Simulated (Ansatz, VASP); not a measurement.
One calculation of W, two programs

INCAR

```
SYSTEM = W
ALGO = Fast ; EDIFF = 1E-7
ENCUT = 520 ; GGA = PS
ISIF = 2 ; ISMEAR = 0
LASPH = .TRUE. ; LCHARG = .TRUE.
LELF = .TRUE. ; LREAL = .FALSE.
LVHAR = .TRUE. ; LWAVE = .FALSE.
NBANDS = 13 ; NELM = 80
PREC = Accurate ; SIGMA = 0.15
```

The input KPOINTS:

```
k-points
0
G
  20 20 20
  0 0 0
```

File POSCAR:

```
W
1.0
   -1.5973000000      1.4775025000      1.4775025000
    1.5973000000     -1.7170975000      1.7170975000
    1.5973000000      1.7170975000     -1.7170975000
W
1
Direct
    0.0000000000      0.0000000000      0.0000000000
```

Input for Ansatz:

```yaml
crystal:
  lattice:
    - [-1.5973, 1.4775025, 1.4775025]
    - [1.5973, -1.7170975, 1.7170975]
    - [1.5973, 1.7170975, -1.7170975]
  atoms:
    - { symbol: W, position: [0.0, 0.0, 0.0] }
basis:
  ecutwfc: 420
kpoints:
  mp_grid: { grid: [20, 20, 20] }
hamiltonian:
  xc: pbesol
scf:
  occupations: { method: gaussian, width: 0.15 }
output:
  forces: true
  stress: true
  eigenvalues: true
```

Change from the starting cell: strain -0.1500 x Voigt [0, 0, 0, 1, 0, 0], atoms carried along.

Alike in both runs: task single point; functional PBEsol; k mesh 20 × 20 × 20; occupations gaussian, width 0.15 eV; no spin polarisation.

|  | VASP | Ansatz |
| --- | --- | --- |
| version | VASP 6.6.1 | Ansatz 0.2.0 |
| potentials or method | VASP PAW PBE potentials, release 64 (W_sv), cutoff 520 eV | scalar-relativistic, plane waves, PAW |
| valence electrons in the cell | 14 | 14 |

```csv
,VASP,Ansatz,Ansatz less VASP
gap on the k mesh at the Fermi level (eV),none,none,-
pressure (GPa),-5.2,-5.8,-0.64
"traceless stress, the component that is largest in VASP (GPa)",21.40,21.08,-0.326
```

VASP's potentials were made for PBE, not for PBEsol. A gap of «none» marks a metal or a gap that the smearing closes. The functional is the same, so the differences come from potentials, cutoffs and numerics.

Neither program's run includes spin-orbit coupling.
